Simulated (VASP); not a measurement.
# C (a cell with a defect) in VASP: single point with PBEsol

Aim: the single point of C (a cell with a defect) with PBEsol.

Program: VASP 6.6.1. These are calculated values, not measurements. Logs are shortened: lines on timing, memory, paths and dates and some standing lists are left out, and cuts for length are marked.

## (1) The cell of the first run

The cell holds a defect, 63 atoms: a = 7.140 Å, b = 7.140 Å, c = 7.140 Å, α = 90.00°, β = 90.00°, γ = 90.00°.

## (2) Single point, PBEsol, collinear spin, zero start

The input, INCAR:

```
SYSTEM = C
PREC     = Accurate       ! precision mode
ENCUT    = 520            ! plane-wave cutoff, eV
EDIFF    = 1E-6           ! SCF threshold, eV
ISMEAR   = -1             ! smearing method
SIGMA    = 0.05           ! smearing width, eV
LREAL    = Auto         
LASPH    = .True.         ! aspherical terms in the spheres
NELM     = 150            ! most SCF steps
ALGO     = Normal         ! electronic algorithm
ISIF     = 2              ! what is computed and relaxed
LWAVE    = .False.        ! write WAVECAR
LCHARG   = .False.        ! write CHGCAR
ISPIN    = 2              ! spin polarisation
MAGMOM   = 0 0 0 0 0 0 0 0 0 0 0 0 0 0 0 0 0 0 0 0 0 0 0 0 0 0 0 0 0 0 0 0 0 0 0 0 0 0 0 0 0 0 0 0 0 0 0 0 0 0 0 0 0 0 0 0 0 0 0 0 0 0 0 ! initial moments
LORBIT   = 11             ! projections on sites
GGA      = PS             ! functional
NELECT   = 251.0        
NBANDS   = 167            ! bands
KPAR     = 2            
NCORE    = 2
```

The input, KPOINTS:

```
Automatic mesh
0
Gamma
  2 2 2
  0 0 0
```

The input, POSCAR:

```
C
1.0
    7.1400000000      0.0000000000      0.0000000000
    0.0000000000      7.1400000000      0.0000000000
    0.0000000000      0.0000000000      7.1400000000
C
63
Direct
    0.6082043417      0.1103775910      0.1215131653
    0.7445141457      0.2449872549     -0.0040544818
    0.8725023810      0.3725609244      0.1244619048
    0.7418862745     -0.0059824930      0.2455344538
    0.8710077031      0.1239801120      0.3717869748
   -0.0000928571      0.0003810924      0.0010035014
    0.1242715686      0.1246812325      0.1254231092
    0.2503985994      0.2500257703      0.0007288515
    0.3732148459      0.3750002801      0.1247193277
    0.5001642857      0.5001305322      0.0009574230
    0.6244747899      0.6244711485      0.1252114846
    0.7497474790      0.7504026611      0.0003796919
    0.8742931373      0.8739032213      0.1244522409
    0.2499373950      0.0010352941      0.2524731092
    0.3718207283      0.1246675070      0.3780670868
    0.4929949580      0.2423364146      0.2456051821
    0.6237742297      0.3707677871      0.3715316527
    0.7487540616      0.4977270308      0.2488023810
    0.8747530812      0.6233000000      0.3746467787
    0.4995712885     -0.0002598039      0.5015893557
    0.6243407563      0.1243236695      0.6250497199
    0.7482637255      0.2481981793      0.4979350140
    0.8743987395      0.3742275910      0.6234570028
    0.7500718487      0.0004295518      0.7508983193
    0.8747071429      0.1244446779      0.8749399160
    0.0003274510      0.5002733894     -0.0002177871
    0.1258032213      0.6260763305      0.1267287115
    0.2562364146      0.7563352941      0.0016308123
    0.3718949580      0.8722011204      0.1401341737
   -0.0022467787      0.2489525210      0.2490266106
    0.1232955182      0.3748908964      0.3749316527
    0.2493547619      0.5002210084      0.2505156863
    0.3736026611      0.6235511204      0.3769016807
    0.5010355742      0.7503844538      0.2522542017
    0.6246070028      0.8724347339      0.3777302521
   -0.0015350140     -0.0001668067      0.4990043417
    0.1231470588      0.1269040616      0.6243152661
    0.2484894958      0.2508957983      0.5012796919
    0.3735700280      0.3770000000      0.6241585434
    0.4999208683      0.4980649860      0.4985990196
    0.6271274510      0.6225420168      0.6233927171
    0.7509558824      0.7485630252      0.5007791317
    0.8772994398      0.8733591036      0.6239194678
    0.2531107843      0.0011852941      0.7534460784
    0.3648910364      0.1400449580      0.8647119048
    0.5008278711      0.2502317927      0.7511978992
    0.6246294118      0.3751854342      0.8747742297
    0.7506934174      0.4995754902      0.7493563025
    0.8774470588      0.6236480392      0.8732557423
   -0.0002540616      0.7496362745      0.2503326331
    0.1233592437      0.8735078431      0.3769830532
   -0.0001747899      0.4998631653      0.5001142857
    0.1256165266      0.6254819328      0.6257222689
    0.2504124650      0.7503890756      0.5017624650
    0.3762732493      0.8761324930      0.6269633053
   -0.0004443978      0.2504044818      0.7496393557
    0.1237616246      0.3771420168      0.8734098039
    0.2510252101      0.5019588235      0.7511596639
    0.3772752101      0.6271483193      0.8772218487
    0.5012637255      0.7520994398      0.7524065826
    0.6407521008      0.8626942577      0.8624075630
    0.0022267507      0.7510292717      0.7511663866
    0.1272976190      0.8774016807      0.8774435574
```

Potentials or basis: VASP PAW PBE potentials, release 64 (C).

Started as:

```sh
> cat potpaw_PBE.64/C/POTCAR > POTCAR
> mpirun -np 4 vasp_std > vasp.out
```

OUTCAR:

```text
SYSTEM = C
   PREC = Accurate
   ENCUT = 520
   EDIFF = 1E-6
   ISMEAR = -1
   LREAL = Auto
   LASPH = .True.
   NELM = 150
   ISIF = 2
   ISPIN = 2
   LORBIT = 11
   GGA = PS
   NELECT = 251.0

 ion  position               nearest neighbor table
   1  0.608  0.110  0.122-  16 1.53   4 1.54   2 1.64
   2  0.745  0.245  0.996-  47 1.53  25 1.53   3 1.58   1 1.64
   3  0.873  0.373  0.124-  18 1.54  30 1.54  26 1.57   2 1.58
   4  0.742  0.994  0.246-  35 1.53  13 1.54   1 1.54   5 1.59
   5  0.871  0.124  0.372-  22 1.54  30 1.54  36 1.56   4 1.59
   6  1.000  0.000  0.001-   7 1.54  63 1.54  25 1.55  13 1.55
   7  0.124  0.125  0.125-   6 1.54  30 1.54   8 1.55  14 1.55
[... 42 lines left out ...]
  50  1.000  0.750  0.250-  27 1.54  51 1.54  13 1.55  19 1.55
  51  0.123  0.874  0.377-  36 1.54  50 1.54  54 1.55  14 1.56
  52  1.000  0.500  0.500-  31 1.54  19 1.54  23 1.54  53 1.55
  53  0.126  0.625  0.626-  54 1.54  58 1.54  62 1.54  52 1.55
  54  0.250  0.750  0.502-  53 1.54  33 1.55  51 1.55  55 1.55
  55  0.376  0.876  0.627-  20 1.53  60 1.54  44 1.54  54 1.55
  56  1.000  0.250  0.750-  37 1.54  57 1.54  23 1.55  25 1.55
  57  0.124  0.377  0.873-  26 1.54  58 1.54  56 1.54   8 1.57
  58  0.251  0.502  0.751-  53 1.54  57 1.54  39 1.54  59 1.56
  59  0.377  0.627  0.877-  10 1.54  60 1.54  28 1.54  58 1.56
  60  0.501  0.752  0.752-  61 1.49  59 1.54  55 1.54  41 1.58
  61  0.641  0.863  0.862-  24 1.49  12 1.49  60 1.49
  62  0.002  0.751  0.751-  49 1.54  53 1.54  43 1.54  63 1.56
  63  0.127  0.877  0.877-  44 1.54   6 1.54  28 1.54  62 1.56

  LATTYP: Found a simple cubic cell.
 ALAT       =     7.1400000000

  Lattice vectors:

 A1 = (   7.1400000000,   0.0000000000,   0.0000000000)
 A2 = (   0.0000000000,   7.1400000000,   0.0000000000)
 A3 = (   0.0000000000,   0.0000000000,   7.1400000000)

Analysis of symmetry for initial positions (statically):
=====================================================================
 Subroutine PRICEL returns:
 Original cell was already a primitive cell.

 Routine SETGRP: Setting up the symmetry group for a
 simple cubic supercell.

 Subroutine GETGRP returns: Found  1 space group operations
 (whereof  1 operations were pure point group operations)
 out of a pool of 48 trial point group operations.

The static configuration has the point symmetry C_1 .

Analysis of symmetry for dynamics (positions and initial velocities):
=====================================================================
 Subroutine PRICEL returns:
 Original cell was already a primitive cell.

 Routine SETGRP: Setting up the symmetry group for a
[... 269 lines left out ...]
  ext. energy  EPLUGINS =         0.00000000
  ---------------------------------------------------
  free energy    TOTEN  =      -609.56190075 eV

  energy without entropy =     -609.53384466  energy(sigma->0) =     -609.54787270

 E-fermi :  10.2428     XC(G=0): -13.3158

 val. band max:       10.1809998973   @ k =   0.0000   0.0000   0.5000
 cond. band min:      10.3192987600   @ k =   0.0000   0.5000   0.0000
 fundamental gap:      0.1382988628
 Fermi energy:        10.2427814607

 spin component 1

 k-point     1 :       0.0000    0.0000    0.0000
  band No.  band energies     occupation
      1     -11.9582      1.00000
      2      -9.8289      1.00000
      3      -9.7991      1.00000
      4      -9.7238      1.00000
      5      -9.7216      1.00000
      6      -9.6353      1.00000
[... 1109 lines left out ...]
    136      15.3519      0.00000
    137      15.3989      0.00000
 Fermi energy:        10.2427814607

 spin component 2

 k-point     1 :       0.0000    0.0000    0.0000
  band No.  band energies     occupation
      1     -11.9582      1.00000
      2      -9.8289      1.00000
      3      -9.7991      1.00000
      4      -9.7238      1.00000
      5      -9.7216      1.00000
      6      -9.6353      1.00000
[... 1109 lines left out ...]
    136      15.3519      0.00000
    137      15.3989      0.00000
 [bands above 137 left out]

------------------------ aborting loop because EDIFF is reached ----------------------------------------

  FORCE on cell =-STRESS in cart. coord.  units (eV):
  Direction    XX          YY          ZZ          XY          YZ          ZX
  --------------------------------------------------------------------------------------
  -------------------------------------------------------------------------------------
  Total      -28.3841082    -27.7475933    -23.5648401     -5.7798834     -2.8369198     -3.5317533
  in kB     -124.9370368   -122.1353182   -103.7242837    -25.4410495    -12.4871409    -15.5455579
  external PRESSURE =    -116.9322129 kB  Pullay stress =       0.0000000 kB

 VOLUME and BASIS-vectors are now :
 -----------------------------------------------------------------------------
  energy-cutoff  :      520.00
  volume of cell :      363.99
      direct lattice vectors                 reciprocal lattice vectors
     7.140000000  0.000000000  0.000000000     0.140056022  0.000000000  0.000000000
     0.000000000  7.140000000  0.000000000     0.000000000  0.140056022  0.000000000
     0.000000000  0.000000000  7.140000000     0.000000000  0.000000000  0.140056022

 POSITION                                       TOTAL-FORCE (eV/Angst)
 -----------------------------------------------------------------------------------
      4.34258      0.78810      0.86760         2.367840      2.075862      0.696876
      5.31583      1.74921      7.11105        -0.502590     -0.509984      0.515218
      6.22967      2.66009      0.88866        -0.001285      0.008739      0.019235
      5.29707      7.09728      1.75312         0.173002      0.250602      0.075978
      6.21900      0.88522      2.65456         0.147413      0.019683      0.153449
      7.13934      0.00272      0.00716        -0.038882     -0.020297     -0.029694
[... 55 lines left out ...]
      0.01590      5.36235      5.36333        -0.035919     -0.036664     -0.014283
      0.90890      6.26465      6.26495        -0.083042     -0.061404     -0.048332
 -----------------------------------------------------------------------------------
    total drift:                                0.025686      0.007571     -0.016926

  FREE ENERGIE OF THE ION-ELECTRON SYSTEM (eV)
  ---------------------------------------------------
  free  energy   TOTEN  =      -609.5619007512 eV

  energy  without entropy=     -609.5338446579  energy(sigma->0) =     -609.54787270

 total charge

# of ion       s       p       d       tot
------------------------------------------
    1        0.834   1.537   0.000   2.371
    2        0.820   1.681   0.000   2.501
    3        0.822   1.706   0.000   2.528
    4        0.823   1.712   0.000   2.535
    5        0.823   1.703   0.000   2.526
    6        0.822   1.737   0.000   2.559
[... 55 lines left out ...]
   62        0.822   1.732   0.000   2.554
   63        0.822   1.730   0.000   2.552
--------------------------------------------------
tot         52.020 108.396   0.000 160.416

 magnetization (x)

# of ion       s       p       d       tot
------------------------------------------
    1       -0.000  -0.000   0.000  -0.000
    2        0.000   0.000   0.000   0.000
    3       -0.000   0.000   0.000   0.000
    4        0.000   0.000   0.000   0.000
    5        0.000   0.000   0.000   0.000
    6        0.000   0.000   0.000   0.000
[... 55 lines left out ...]
   62        0.000   0.000   0.000   0.000
   63       -0.000   0.000   0.000   0.000
--------------------------------------------------
tot         -0.000  -0.000   0.000  -0.000
```

Wall time 11 min (4 MPI ranks of Oxide Virtual Turin-like, shared host); peak memory 0.5 GiB.

Results:

```yaml
Free_energy: -609.5619 eV
Largest_force: 3.225 eV/Å
Net_moment: 0.00 μB per cell
Valence_electrons_inside_the_program's_atomic_spheres: C 2.37, 2.50, 2.53, 2.54, 2.56, 2.55, 2.57, 2.47, 2.51 (each value once)
```

Forces on the atoms (eV/Å):
```
C    2.368  2.076  0.697
C   -0.503 -0.510  0.515
C   -0.001  0.009  0.019
C    0.173  0.251  0.076
C    0.147  0.020  0.153
C   -0.039 -0.020 -0.030
C    0.004 -0.026 -0.065
C    0.019 -0.110 -0.025
C    0.078 -0.034 -0.020
C   -0.018 -0.038 -0.031
C   -0.013 -0.004 -0.057
C   -0.077  0.001 -0.025
C   -0.003  0.031 -0.007
C    0.108  0.016 -0.229
C    0.153 -0.041 -0.103
C    0.279  0.246  0.144
C    0.028  0.184  0.178
C   -0.009 -0.001  0.027
C   -0.026  0.011 -0.007
C   -0.006 -0.009 -0.050
C   -0.019 -0.022 -0.006
C    0.009  0.019  0.028
C   -0.022 -0.011  0.031
C   -0.062 -0.048 -0.015
C   -0.033 -0.054 -0.004
C   -0.120 -0.120  0.042
C   -0.127 -0.136 -0.035
C   -0.155 -0.163 -0.029
C   -0.657 -0.681 -0.115
C   -0.012 -0.008  0.020
C    0.006 -0.024 -0.013
C   -0.008 -0.045 -0.014
C   -0.022 -0.002 -0.019
C    0.008  0.083 -0.213
C   -0.045  0.104 -0.076
C    0.020  0.005 -0.014
C   -0.061 -0.045 -0.044
C   -0.005 -0.026 -0.071
C   -0.036 -0.010 -0.016
C   -0.010  0.045  0.017
C   -0.053 -0.025 -0.003
C   -0.034 -0.005 -0.060
C   -0.024 -0.026 -0.009
C   -0.109 -0.059 -0.103
C   -0.276 -0.034 -0.210
C   -0.055 -0.084 -0.013
C   -0.064 -0.041  0.004
C   -0.044 -0.092  0.044
C   -0.039 -0.024  0.020
C   -0.037 -0.005 -0.013
C    0.003 -0.010 -0.025
C   -0.016 -0.014 -0.004
C   -0.015 -0.002  0.009
C   -0.021 -0.015 -0.045
C   -0.040 -0.038 -0.052
C   -0.093 -0.033  0.042
C   -0.032 -0.025  0.019
C   -0.037 -0.035 -0.010
C   -0.056 -0.072 -0.040
C   -0.066 -0.067 -0.060
C   -0.083 -0.105 -0.045
C   -0.036 -0.037 -0.014
C   -0.083 -0.061 -0.048
```

Caveat: the k points lie up to 0.44 Å⁻¹ apart; the cell carries a net charge on a neutralising background, which shifts energy and pressure; the cell is charged against a uniform background, so pressure and absolute levels hang on convention; no moment was typed at the start, so none could form; the PAW data sets were made with another functional, which shifts forces and pressure a little.
